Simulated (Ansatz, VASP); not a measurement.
**BaTiO3 in VASP and in Ansatz**

Contents of INCAR:

```
ALGO = Normal
EDIFF = 1E-6
ENCUT = 520
GGA = PE
ISIF = 2
ISMEAR = -1
LASPH = True
LCHARG = False
LREAL = False
LWAVE = False
NBANDS = 28
NELM = 80
PREC = Accurate
SIGMA = 0.08
```

File KPOINTS:

```
k-points
0
Gamma
  7 7 7
```

POSCAR

```
BaTiO3
1.0
    3.9598020000      0.0000000000      0.0000000000
    0.0000000000      3.9598020000      0.0000000000
    0.0000000000      0.0000000000      4.0180000000
Ba Ti O
1 1 3
Direct
    0.0000000000      0.0000000000      0.0000000000
    0.5000000000      0.5000000000      0.4820000000
    0.5000000000      0.5000000000      0.0160000000
    0.5000000000      0.0000000000      0.5150000000
    0.0000000000      0.5000000000      0.5150000000
```

Input for Ansatz:

```yaml
crystal:
  lattice:
    - [3.959802, 0.0, 0.0]
    - [0.0, 3.959802, 0.0]
    - [0.0, 0.0, 4.018]
  atoms:
    - { symbol: Ba, position: [0.0, 0.0, 0.0] }
    - { symbol: Ti, position: [0.5, 0.5, 0.482] }
    - { symbol: O, position: [0.5, 0.5, 0.016] }
    - { symbol: O, position: [0.5, 0.0, 0.515] }
    - { symbol: O, position: [0.0, 0.5, 0.515] }
kpoints:
  mp_grid: { grid: [7, 7, 7] }
  band_path:
    path:
      - [0.0, 0.0, 0.0]
      - [0.0, 0.5, 0.0]
      - [0.5, 0.5, 0.0]
      - [0.0, 0.0, 0.0]
      - [0.0, 0.0, 0.5]
      - [0.0, 0.5, 0.5]
      - [0.5, 0.5, 0.5]
      - [0.0, 0.0, 0.5]
      - [0.0, 0.5, 0.0]
    npoints: 5
scf:
  occupations: { method: fermi_dirac, width: 0.08 }
hamiltonian:
  xc: pbe
  pseudopotentials: { kind: all_electron, lapw: { basis_error: 0.001 } }
output:
  forces: true
  stress: true
  eigenvalues: true
```

Change from the starting cell: equal xx and yy strain of -1 %.

Alike in both runs: task single point; functional PBE; k mesh 7 × 7 × 7; occupations fermi-dirac, width 0.08 eV; no spin polarisation.

```csv
,VASP,Ansatz
version,VASP 6.6.1,Ansatz 0.2.0
potentials or method,"VASP PAW PBE potentials, release 64 (Ba_sv, Ti_sv, O), cutoff 520 eV","all-electron LAPW, scalar-relativistic"
```

Ansatz gave:

```
pressure (GPa)                                                : 6.3
traceless stress, the component that is largest in VASP (GPa) : -0.34
rms of the force components (eV/Å)                            : 0.096
```

Problem. What did VASP give for the same quantities?

Solution. Pressure (GPa): 8.2; traceless stress, the component that is largest in VASP (GPa): -0.32; rms of the force components (eV/Å): 0.090.

Atom by atom the forces differ by 0.018 eV/Å (rms over components). Ansatz ran all-electron here, and VASP with PAW potentials.

Spin-orbit coupling is off throughout.
